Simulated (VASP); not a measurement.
# Li (P6_3/mmc) in VASP: further runs

Li is run at these levels: PBEsol; tasks: single point.

All numbers are computed with VASP 6.6.1; they aren't measurements. Logs are shortened: lines on timing, memory, paths and dates and some standing lists are left out, and cuts for length are marked.

## (1) The cell of the first run

The structure is hexagonal, space group P6_3/mmc (No. 194). Conventional cell: a = 2.937 Å, b = 2.937 Å, c = 4.820 Å, α = 90.00°, β = 90.00°, γ = 120.00°. Within 3.9 Å of Li (site symmetry -6m2) lie 12 Li at 2.94 to 2.95 Å.

This isn't the form of Li at room conditions, which is bcc.

## (2) Single point, PBEsol

File INCAR:

```
  PREC = Accurate
  ENCUT = 520
  EDIFF = 1E-6
  ISMEAR = -1
  SIGMA = 0.05
  LREAL = False
  LASPH = True
  NELM = 60
  ALGO = Normal
  ISIF = 2
  LWAVE = False
  LCHARG = True
  GGA = PS
  LELF = True
  LVHAR = True
  NBANDS = 10
```

File KPOINTS:

```
regular mesh
0
Gamma
  15 15 8
```

File POSCAR:

```
Li
1.0
    2.9372359081      0.0000000000      0.0000000000
   -1.4686179540      2.5437209133      0.0000000000
    0.0000000000      0.0000000000      4.8204292687
Li
2
Direct
    0.3333333333      0.6666666667      0.2500000000
    0.6666666667      0.3333333333      0.7500000000
```

Potentials or basis: VASP PAW PBE potentials, release 64 (Li_sv).

Run with:

```sh
$ cat potpaw_PBE.64/Li_sv/POTCAR > POTCAR
$ mpirun -np 1 vasp_std > vasp.out
```

OUTCAR:

```text
PREC = Accurate
   ENCUT = 520
   EDIFF = 1E-6
   ISMEAR = -1
   LREAL = False
   LASPH = True
   NELM = 60
   ISIF = 2
   GGA = PS

 ion  position               nearest neighbor table
   1  0.333  0.667  0.250-
   2  0.667  0.333  0.750-

  LATTYP: Found a hexagonal cell.
 ALAT       =     2.9372359081
 C/A-ratio  =     1.6411447427

  Lattice vectors:

 A1 = (   2.9372359081,   0.0000000000,   0.0000000000)
 A2 = (  -1.4686179540,   2.5437209133,   0.0000000000)
 A3 = (   0.0000000000,   0.0000000000,   4.8204292687)

Analysis of symmetry for initial positions (statically):
=====================================================================
 Subroutine PRICEL returns:
 Original cell was already a primitive cell.

 Routine SETGRP: Setting up the symmetry group for a
 hexagonal supercell.

 Subroutine GETGRP returns: Found 24 space group operations
 (whereof 12 operations were pure point group operations)
 out of a pool of 24 trial point group operations.

The static configuration has the point symmetry D_3d.
 The point group associated with its full space group is D_6h.

Analysis of symmetry for dynamics (positions and initial velocities):
=====================================================================
 Subroutine PRICEL returns:
 Original cell was already a primitive cell.

 Routine SETGRP: Setting up the symmetry group for a
 hexagonal supercell.

 Subroutine GETGRP returns: Found 24 space group operations
 (whereof 12 operations were pure point group operations)
 out of a pool of 24 trial point group operations.

The dynamic configuration has the point symmetry D_3d.
 The point group associated with its full space group is D_6h.

 Subroutine INISYM returns: Found 24 space group operations
 (whereof 12 operations are pure point group operations),
 and found     1 'primitive' translations

----------------------------------------------------------------------------------------

                                     Primitive cell

  volume of cell :      36.0159

  direct lattice vectors                    reciprocal lattice vectors
     2.937235908  0.000000000  0.000000000     0.340456140  0.196562444  0.000000000
    -1.468617954  2.543720913  0.000000000     0.000000000  0.393124888  0.000000000
     0.000000000  0.000000000  4.820429269     0.000000000  0.000000000  0.207450404

  length of vectors
     2.937235908  2.937235908  4.820429269     0.393124888  0.393124888  0.207450404

  position of ions in fractional coordinates (direct lattice)
     0.333333333  0.666666667  0.250000000
     0.666666667  0.333333333  0.750000000

  ion indices of the primitive-cell ions
   primitive index   ion index
                 1           1
                 2           2

----------------------------------------------------------------------------------------

 KPOINTS: regular mesh

Automatic generation of k-mesh.
 Grid dimensions read from file:
 generate k-points for:   15   15    8

 Generating k-lattice:

  Cartesian coordinates                     Fractional coordinates (reciprocal lattice)
     0.022697076  0.013104163  0.000000000     0.066666667  0.000000000  0.000000000
     0.000000000  0.026208326  0.000000000     0.000000000  0.066666667  0.000000000
     0.000000000  0.000000000  0.025931301     0.000000000  0.000000000  0.125000000

  Length of vectors
     0.026208326  0.026208326  0.025931301

  Shift w.r.t. Gamma in fractional coordinates (k-lattice)
     0.000000000  0.000000000  0.000000000

 Subroutine IBZKPT returns following result:
 ===========================================

 Found    135 irreducible k-points:

 Following reciprocal coordinates:
            Coordinates               Weight
  0.000000  0.000000  0.000000      1.000000
  0.066667  0.000000  0.000000      6.000000
  0.133333  0.000000  0.000000      6.000000
  0.200000  0.000000  0.000000      6.000000
  0.266667  0.000000  0.000000      6.000000
  0.333333  0.000000  0.000000      6.000000
[... 16 lines left out ...]
  0.333333  0.200000  0.000000     12.000000
  0.400000  0.200000  0.000000      6.000000
 [... further k-points ...]
   k-points           NKPTS =    135   k-points in BZ     NKDIM =    135   number of bands    NBANDS=     10
   number of dos      NEDOS =    301   number of ions     NIONS =      2
   total plane-waves  NPLWV =  20736
   dimension x,y,z NGX =    24 NGY =   24 NGZ =   36
   dimension x,y,z NGXF=    48 NGYF=   48 NGZF=   72
   ions per type =               2
   NGX,Y,Z   is equivalent  to a cutoff of  13.58, 13.58, 12.42 a.u.
   NGXF,Y,Z  is equivalent  to a cutoff of  27.17, 27.17, 24.83 a.u.
 SYSTEM =  unknown system
   PREC   = accura    normal or accurate (medium, high low for compatibility)
   ISTART =      0    job   : 0-new  1-cont  2-samecut
   ICHARG =      2    charge: 1-file 2-atom 10-const
   ISPIN  =      1    spin polarized calculation?
   LNONCOLLINEAR =      F non collinear calculations
   LSORBIT =      F    spin-orbit coupling
   LASPH  =      T    aspherical Exc in radial PAW
   ENCUT  =  520.0 eV  38.22 Ry    6.18 a.u.   5.46  5.46  8.96*2*pi/ulx,y,z
   NELM   =     60;   NELMIN=  2; NELMDL= -5     # of ELM steps
   EDIFF  = 0.1E-05   stopping-criterion for ELM
   LREAL  =      F    real-space projection
   EDIFFG = 0.1E-04   stopping-criterion for IOM
   NSW    =      0    number of steps for IOM
   IBRION =     -1    ionic relax: 0-MD 1-quasi-New 2-CG
   NFREE  =      0    steps in history (QN), initial steepest desc. (CG)
   ISIF   =      2    stress and relaxation
   ISYM   =      2    0-nonsym 1-usesym 2-fastsym
   POTIM  = 0.5000    time-step for ionic-motion
   TEBEG  =    0.0;   TEEND  =   0.0 temperature during run
   PSTRESS=    0.0 pullay stress
   NELECT =       6.0000    total number of electrons
   NUPDOWN=      -1.0000    fix difference up-down
   EMIN   =  10.00;   EMAX   =-10.00  energy-range for DOS
   EFERMI =   0.00;   METHOD = LEGACY
   ISMEAR =    -1;   SIGMA  =   0.05  broadening in eV -4-tet -1-fermi 0-gaus
   EFERMI_NEDOS =   21; number of points for ismear=-14 and -15
   IALGO  =     38    algorithm
   IMIX   =      4    mixing-type and parameters
     AMIX     =   0.40;   BMIX     =  1.00
     AMIX_MAG =   1.60;   BMIX_MAG =  1.00
  volume/ion in A,a.u.               =      18.01       121.52
  Fermi-wavevector in a.u.,A,eV,Ry     =   0.900798  1.702261 11.040263  0.811436
  Thomas-Fermi vector in A             =   2.023800
   LORBIT       =      0    0 simple, 1 ext, 2 COOP (PROOUT), +10 PAW based schemes
   GGA     = PS    functional components
   LHFCALC =     F    Hartree Fock is set to
   AEXX    =    0.0000 exact exchange contribution
   IVDW    =     0    specifies the selected vdW correction
   LEPSILON=     F    determine dielectric tensor
   LRPA    =     F    only Hartree local field effects (RPA)
 non-spin polarized calculation
  energy-cutoff  :      520.00
  volume of cell :       36.02
 maximum number of plane-waves:       996
 NGX is ok and might be reduce to    24
   NGX = 11   NGY = 11   NGZ = 17

 number of electron       6.0000006 magnetization

 Free energy of the ion-electron system (eV)
  ---------------------------------------------------
  ext. energy  EPLUGINS =         0.00000000
  ---------------------------------------------------
  free energy    TOTEN  =        -3.91195313 eV

  energy without entropy =       -3.90371091  energy(sigma->0) =       -3.90783202

 E-fermi :   0.9705     XC(G=0):  -7.3131

 val. band max:        0.9557538465   @ k =   0.4000   0.0667   0.3750
 cond. band min:       0.9717289895   @ k =   0.0667   0.0000   0.0000
 fundamental gap:      0.0159751430
 Fermi energy:         0.9704903311

 k-point     1 :       0.0000    0.0000    0.0000
  band No.  band energies     occupation
      1     -44.7469      2.00000
      2     -44.7165      2.00000
      3      -2.7298      2.00000
      4       0.8703      1.76247
      5       4.2736      0.00000
      6      14.5620      0.00000
      7      14.5620      0.00000
      8      16.0532      0.00000
      9      16.0532      0.00000
     10      16.6170      0.00000

 k-point     2 :       0.0667    0.0000    0.0000
  band No.  band energies     occupation
      1     -44.7456      2.00000
      2     -44.7160      2.00000
      3      -2.6561      2.00000
      4       0.9717      0.98761
      5       4.2946      0.00000
      6      13.7034      0.00000
      7      13.9529      0.00000
      8      16.0488      0.00000
      9      16.4481      0.00000
     10      16.5452      0.00000

 k-point     3 :       0.1333    0.0000    0.0000
  band No.  band energies     occupation
      1     -44.7421      2.00000
      2     -44.7144      2.00000
      3      -2.4354      2.00000
      4       1.2759      0.00444
      5       4.3511      0.00000
      6      11.9809      0.00000
      7      12.9815      0.00000
      8      16.0079      0.00000
      9      16.1309      0.00000
     10      16.5944      0.00000

 k-point     4 :       0.2000    0.0000    0.0000
  band No.  band energies     occupation
      1     -44.7371      2.00000
      2     -44.7122      2.00000
      3      -2.0672      2.00000
      4       1.7819      0.00000
      5       4.4139      0.00000
      6      10.1880      0.00000
      7      12.0802      0.00000
      8      14.8553      0.00000
      9      14.9758      0.00000
     10      16.1210      0.00000
[... 222 lines left out ...]
 k-point    22 :       0.2667    0.2000    0.0000
  band No.  band energies     occupation
      1     -44.7182      2.00000
      2     -44.7064      2.00000
      3       0.0143      2.00000
      4       4.2571      0.00000
      5       4.5854      0.00000
      6       5.8534      0.00000
      7       8.3524      0.00000
      8      10.4847      0.00000
      9      12.7329      0.00000
     10      12.8860      0.00000

 k-point    23 :       0.3333    0.2000    0.0000
  band No.  band energies     occupation
      1     -44.7142      2.00000
      2     -44.7063      2.00000
      3       0.8701      1.76312
      4       3.3660      0.00000
      5       5.6045      0.00000
      6       5.7410      0.00000
      7       7.9220      0.00000
      8       8.8879      0.00000
      9      12.2924      0.00000
     10      12.4153      0.00000

 k-point    24 :       0.4000    0.2000    0.0000
  band No.  band energies     occupation
      1     -44.7125      2.00000
      2     -44.7066      2.00000
      3       1.4964      0.00005
      4       2.6556      0.00000
      5       5.6118      0.00000
      6       6.6774      0.00000
      7       7.7587      0.00000
      8       7.7876      0.00000
      9      12.1610      0.00000
     10      12.2511      0.00000

 [... further k-points ...]

------------------------ aborting loop because EDIFF is reached ----------------------------------------

  FORCE on cell =-STRESS in cart. coord.  units (eV):
  Direction    XX          YY          ZZ          XY          YZ          ZX
  --------------------------------------------------------------------------------------
  -------------------------------------------------------------------------------------
  Total        0.4019931      0.4019931      0.4023479      0.0000000     -0.0000000     -0.0000000
  in kB       17.8827878     17.8827878     17.8985677      0.0000000     -0.0000000     -0.0000000
  external PRESSURE =      17.8880478 kB  Pullay stress =       0.0000000 kB

 VOLUME and BASIS-vectors are now :
 -----------------------------------------------------------------------------
  energy-cutoff  :      520.00
  volume of cell :       36.02
      direct lattice vectors                 reciprocal lattice vectors
     2.937235908  0.000000000  0.000000000     0.340456140  0.196562444  0.000000000
    -1.468617954  2.543720913  0.000000000     0.000000000  0.393124888  0.000000000
     0.000000000  0.000000000  4.820429269     0.000000000  0.000000000  0.207450404

 POSITION                                       TOTAL-FORCE (eV/Angst)
 -----------------------------------------------------------------------------------
     -0.00000      1.69581      1.20511        -0.000000      0.000000      0.000000
      1.46862      0.84791      3.61532         0.000000     -0.000000      0.000000
 -----------------------------------------------------------------------------------
    total drift:                               -0.000000      0.000000      0.000000

  FREE ENERGIE OF THE ION-ELECTRON SYSTEM (eV)
  ---------------------------------------------------
  free  energy   TOTEN  =        -3.9119531253 eV

  energy  without entropy=       -3.9037109150  energy(sigma->0) =       -3.90783202
```

Run time: 48 s. Hardware: 1 thread of Intel Xeon 8259CL, shared host; peak memory 0.17 GiB.

Results:

- Free energy: -3.9120 eV
- Band gap on the k mesh: zero (bands 3 and 4 overlap by 4.87 eV)

Caveat: the cutoff is under 1.25 times the usual one of these potentials, so pressure, stress and relaxed cells hold a basis-set (Pulay) error; the PAW data sets were made with another functional, which shifts forces and pressure a little.

(Continued in part 2 of 2.)

The gap in the log of VASP goes by the Fermi energy; the results here count the filled bands.